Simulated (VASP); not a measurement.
# LiTa12: single point with PBE

LiTa12, a slab with vacuum:

```
Ta Li
1.0
     5.74862    0.00000    0.00000
    -1.91621    5.41985    0.00000
     0.00000    0.00000   20.02669
Ta Li
12 1
Direct
  0.25000 0.25000 0.19973
  0.25000 0.75000 0.19973
  0.75000 0.25000 0.19973
  0.75000 0.75000 0.19973
  0.00000 0.00000 0.31277
  0.00000 0.50000 0.31277
  0.50000 0.00000 0.31277
  0.50000 0.50000 0.31277
  0.25000 0.25000 0.42577
  0.25000 0.75000 0.42577
  0.75000 0.25000 0.42577
  0.75000 0.75000 0.42577
  0.50000 0.50000 0.54662
```

```
Program                : VASP 6.6.1
Task                   : single point
Functional             : PBE
Potentials or basis    : VASP PAW PBE potentials, release 64 (Ta_pv, Li_sv)
Cutoff                 : 520 eV
k mesh                 : 5 × 5 × 1
Occupations            : gaussian, width 0.1 eV
Spin                   : no spin polarisation
Dipole correction      : yes
Further INCAR settings : ALGO = Normal; EDIFF = 1e-07; NBANDS = 80
```

```
Largest force          : 0.424 eV/Å
Band gap on the k mesh : zero (an odd number of electrons rules out a gap without spin polarisation)
```

Forces in eV/Å, atoms in the order of the input:
```
Ta  -0.014 -0.020  0.003
Ta   0.005 -0.003 -0.017
Ta  -0.005  0.003 -0.017
Ta   0.014  0.020  0.003
Ta   0.000  0.000 -0.283
Ta   0.000  0.000 -0.225
Ta   0.000  0.000 -0.225
Ta   0.000  0.000 -0.173
Ta   0.003  0.004  0.061
Ta   0.100 -0.071  0.406
Ta  -0.100  0.071  0.406
Ta  -0.003 -0.004  0.061
Li   0.000  0.000  0.000
```

Levels at points of the mesh, in eV from the Fermi level:
```csv
k point,band 63,band 64,band 65,band 66,band 67,band 68,band 69,band 70,band 71,band 72
"(0.00, 0.00, 0.00)",-0.36,-0.32,0.27,0.33,0.44,0.56,0.94,0.97,1.00,1.13
```

It took 39 min on 1 thread of Intel Xeon 8259CL (shared host), peak memory 0.9 GiB.

Caveat: spin-orbit coupling is left out, which moves the levels of the heavy elements.
